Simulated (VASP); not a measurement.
# KMgPd3 (Pm-3m) in VASP: a series of runs, part 3 of 3

VASP 6.6.1. The steps go on from the part before.

### Step 6. Relaxation of cell and atoms, PBE

This run uses another cell than the first one, of 23.21 Å³/atom.

Input file INCAR:

```
SYSTEM = KMgPd3
PREC = Accurate
ENCUT = 600
EDIFF = 1E-7
ISMEAR = 0
SIGMA = 0.1
LREAL = .FALSE.
LASPH = .TRUE.
NELM = 120
ALGO = Normal
ISIF = 3
LWAVE = .FALSE.
LCHARG = .FALSE.
GGA = PE
IBRION = 2
NSW = 100
EDIFFG = -0.01
GGA_COMPAT = .FALSE.
NELMIN = 4
```

Input file KPOINTS:

```
regular mesh
0
G
  8 8 8
  0 0 0
```

Input file POSCAR:

```
KMgPd3
1.0
    4.8774430525      0.0000000000      0.0000000000
    0.0000000000      4.8774430525      0.0000000000
    0.0000000000      0.0000000000      4.8774430525
K Mg Pd
1 1 3
Direct
    0.5000000000      0.5000000000      0.5000000000
    0.0000000000      0.0000000000      0.0000000000
    0.5000000000      0.0000000000      0.0000000000
    0.0000000000      0.5000000000      0.0000000000
    0.0000000000      0.0000000000      0.5000000000
```

Potentials or basis: VASP PAW PBE potentials, release 64 (K_sv, Mg, Pd).

On the command line:

```sh
$ cat potpaw_PBE.64/K_sv/POTCAR potpaw_PBE.64/Mg/POTCAR potpaw_PBE.64/Pd/POTCAR > POTCAR
$ mpirun -np 1 vasp_std > vasp.out
```

OUTCAR:

```text
SYSTEM = KMgPd3
   PREC = Accurate
   ENCUT = 600
   EDIFF = 1E-7
   ISMEAR = 0
   LREAL = .FALSE.
   LASPH = .TRUE.
   NELM = 120
   ISIF = 3
   GGA = PE
   IBRION = 2
   NSW = 100
   EDIFFG = -0.01
   NELMIN = 4

 ion  position               nearest neighbor table
   1  0.500  0.500  0.500-   3 3.45   4 3.45   5 3.45   3 3.45   4 3.45   3 3.45   5 3.45   3 3.45
                             4 3.45   5 3.45   4 3.45   5 3.45
   2  0.000  0.000  0.000-   3 2.44   4 2.44   5 2.44   5 2.44   4 2.44   3 2.44
   3  0.500  0.000  0.000-   2 2.44   2 2.44   1 3.45   1 3.45   1 3.45   1 3.45
   4  0.000  0.500  0.000-   2 2.44   2 2.44   1 3.45   1 3.45   1 3.45   1 3.45
   5  0.000  0.000  0.500-   2 2.44   2 2.44   1 3.45   1 3.45   1 3.45   1 3.45

  LATTYP: Found a simple cubic cell.
 ALAT       =     4.8774430525

  Lattice vectors:

 A1 = (   4.8774430525,   0.0000000000,   0.0000000000)
 A2 = (   0.0000000000,   4.8774430525,   0.0000000000)
 A3 = (   0.0000000000,   0.0000000000,   4.8774430525)

Analysis of symmetry for initial positions (statically):
=====================================================================
 Subroutine PRICEL returns:
 Original cell was already a primitive cell.

 Routine SETGRP: Setting up the symmetry group for a
 simple cubic supercell.

 Subroutine GETGRP returns: Found 48 space group operations
 (whereof 48 operations were pure point group operations)
 out of a pool of 48 trial point group operations.

The static configuration has the point symmetry O_h .

Analysis of symmetry for dynamics (positions and initial velocities):
=====================================================================
 Subroutine PRICEL returns:
 Original cell was already a primitive cell.

 Routine SETGRP: Setting up the symmetry group for a
 simple cubic supercell.
[... 844 lines left out ...]
      0.00000      2.43872      0.00000         0.000000      0.000000      0.000000
      0.00000      0.00000      2.43872         0.000000      0.000000      0.000000
 -----------------------------------------------------------------------------------
    total drift:                               -0.000000      0.000000     -0.000000

  FREE ENERGIE OF THE ION-ELECTRON SYSTEM (eV)
  ---------------------------------------------------
  free  energy   TOTEN  =       -17.1873200632 eV

  energy  without entropy=      -17.1790564821  energy(sigma->0) =      -17.18318827

--------------------------------------- Ionic step        2  -------------------------------------------

 number of electron      41.0000011 magnetization

 Free energy of the ion-electron system (eV)
  ---------------------------------------------------
  ext. energy  EPLUGINS =         0.00000000
  ---------------------------------------------------
  free energy    TOTEN  =       -17.18744823 eV

  energy without entropy =      -17.17917525  energy(sigma->0) =      -17.18331174

 E-fermi :   3.2337     XC(G=0):  -9.6219

 val. band max:        3.2127684832   @ k =   0.2500   0.0000   0.0000
 cond. band min:       3.2888122415   @ k =   0.3750   0.3750   0.1250
 fundamental gap:      0.0760437582
 Fermi energy:         3.2336917944

 k-point     1 :       0.0000    0.0000    0.0000
  band No.  band energies     occupation
      1     -26.2055      2.00000
      2      -9.7300      2.00000
      3      -9.7300      2.00000
      4      -9.7300      2.00000
      5      -2.0373      2.00000
      6       0.5629      2.00000
[... 637 lines left out ...]
     23       5.2353      0.00000
     24       6.5585      0.00000

 [... further k-points ...]

------------------------ aborting loop because EDIFF is reached ----------------------------------------

  FORCE on cell =-STRESS in cart. coord.  units (eV):
  Direction    XX          YY          ZZ          XY          YZ          ZX
  --------------------------------------------------------------------------------------
  -------------------------------------------------------------------------------------
  Total        0.0108333      0.0108333      0.0108333      0.0000000     -0.0000000      0.0000000
  in kB        0.1491933      0.1491933      0.1491933      0.0000000     -0.0000000      0.0000000
  external PRESSURE =       0.1491933 kB  Pullay stress =       0.0000000 kB

 VOLUME and BASIS-vectors are now :
 -----------------------------------------------------------------------------
  energy-cutoff  :      600.00
  volume of cell :      116.34
      direct lattice vectors                 reciprocal lattice vectors
     4.881729140  0.000000000  0.000000000     0.204845450  0.000000000  0.000000000
    -0.000000000  4.881729140  0.000000000    -0.000000000  0.204845450  0.000000000
    -0.000000000 -0.000000000  4.881729140    -0.000000000 -0.000000000  0.204845450

 POSITION                                       TOTAL-FORCE (eV/Angst)
 -----------------------------------------------------------------------------------
      2.44086      2.44086      2.44086        -0.000000     -0.000000     -0.000000
      0.00000      0.00000      0.00000         0.000000     -0.000000      0.000000
      2.44086      0.00000      0.00000         0.000000     -0.000000      0.000000
     -0.00000      2.44086      0.00000         0.000000     -0.000000      0.000000
     -0.00000     -0.00000      2.44086         0.000000      0.000000      0.000000
 -----------------------------------------------------------------------------------
    total drift:                               -0.000000      0.000000     -0.000000

  FREE ENERGIE OF THE ION-ELECTRON SYSTEM (eV)
  ---------------------------------------------------
  free  energy   TOTEN  =       -17.1874482253 eV

  energy  without entropy=      -17.1791752526  energy(sigma->0) =      -17.18331174

 reached required accuracy - stopping structural energy minimisation
```

OSZICAR:

```text
N       E                     dE             d eps       ncg     rms          rms(c)
DAV:   1     0.275871516124E+03    0.27587E+03   -0.20904E+04  1688   0.171E+03
DAV:   2    -0.255209741760E+01   -0.27842E+03   -0.27093E+03  1968   0.369E+02
DAV:   3    -0.167765825014E+02   -0.14224E+02   -0.13959E+02  2552   0.731E+01
DAV:   4    -0.172657861367E+02   -0.48920E+00   -0.48874E+00  2336   0.112E+01
[... 13 lines left out ...]
DAV:   4    -0.171874522967E+02    0.46239E-04   -0.19908E-04  2360   0.763E-02    0.390E-02
DAV:   5    -0.171874537907E+02   -0.14940E-05   -0.33552E-05  2256   0.370E-02    0.147E-02
DAV:   6    -0.171874487630E+02    0.50277E-05   -0.21030E-05  2480   0.278E-02    0.310E-03
DAV:   7    -0.171874482395E+02    0.52354E-06   -0.17148E-06  2120   0.628E-03    0.469E-04
DAV:   8    -0.171874482253E+02    0.14183E-07   -0.22835E-08   896   0.104E-03
   2 F= -.17187448E+02 E0= -.17183312E+02  d E =-.128162E-03
```

CONTCAR:

```text
KMgPd3
   1.00000000000000
     4.8817291397445057    0.0000000000000000    0.0000000000000000
    -0.0000000000000000    4.8817291397445057    0.0000000000000000
    -0.0000000000000000   -0.0000000000000000    4.8817291397445057
  K               Mg              Pd
     1     1     3
Direct
     0.5000000000000000    0.5000000000000000    0.5000000000000000
     0.0000000000000000    0.0000000000000000    0.0000000000000000
     0.5000000000000000    0.0000000000000000    0.0000000000000000
     0.0000000000000000    0.5000000000000000    0.0000000000000000
     0.0000000000000000    0.0000000000000000    0.5000000000000000

  0.00000000E+00  0.00000000E+00  0.00000000E+00
  0.00000000E+00  0.00000000E+00  0.00000000E+00
  0.00000000E+00  0.00000000E+00  0.00000000E+00
  0.00000000E+00  0.00000000E+00  0.00000000E+00
  0.00000000E+00  0.00000000E+00  0.00000000E+00
```

Run time: 2.5 min. Hardware: 1 thread of Intel Xeon Platinum 8259CL at 2.50GHz (Skylake/Cascade Lake), shared host; peak memory 0.33 GiB.

What came out:

* Free energy: -17.1874 eV
* Relaxed volume: 23.27 Å³/atom
* Relaxed cell: a = 4.882 Å, b = 4.882 Å, c = 4.882 Å, α = 90.00°, β = 90.00°, γ = 90.00°
* Space group after relaxing (to 0.1 Å): Pm-3m (No. 221)
* Energy gained by relaxing: 0.0 meV/atom
* Ionic steps: 2
* Pressure after relaxing: 0.0 GPa
* Band gap on the k mesh: zero (an odd number of electrons rules out a gap without spin polarisation)

The path:
```tsv
step	energy change (eV)	largest force (eV/Å)	pressure (GPa)	volume (Å³)
1	0.0000	0.0000	0.13	116.03
2	-0.0001	0.0000	0.01	116.34
```

Final structure:
```yaml
crystal:
  lattice:
    - [4.88173, 0.00000, 0.00000]
    - [0.00000, 4.88173, 0.00000]
    - [0.00000, 0.00000, 4.88173]
  atoms:
    - { symbol: K, position: [0.50000, 0.50000, 0.50000] }
    - { symbol: Mg, position: [0.00000, 0.00000, 0.00000] }
    - { symbol: Pd, position: [0.50000, 0.00000, 0.00000] }
    - { symbol: Pd, position: [0.00000, 0.50000, 0.00000] }
    - { symbol: Pd, position: [0.00000, 0.00000, 0.50000] }
```

### Step 7. The runs side by side

```tsv
task	cell	k mesh	gap on the mesh (eV)	pressure (GPa)	relaxed volume (Å³/atom)
single point	a = 4.294 Å, 5 atoms	4 × 4 × 4	none	38.7	-
single point	a = 4.877 Å, 5 atoms	4 × 4 × 4	none	0.0	-
relaxation of cell and atoms	relaxed from a = 4.294 Å, 5 atoms	4 × 4 × 4	none	-0.1	23.32
single point	a = 4.880 Å, 5 atoms	8 × 8 × 8	none	0.1	-
relaxation of cell and atoms	relaxed from a = 4.877 Å, 5 atoms	8 × 8 × 8	none	0.0	23.27
```

Alike in all rows: level PBE; potentials or basis VASP PAW PBE potentials, release 64 (K_sv, Mg, Pd); no spin polarisation; cutoff (eV) 600; smearing gaussian 0.1 eV.

Caveats: some runs use coarse meshes; the volume moved by over 15 % at a fixed basis, so the end points are rough (at least some runs).

Absolute energies hang on the potentials; compare differences alone.
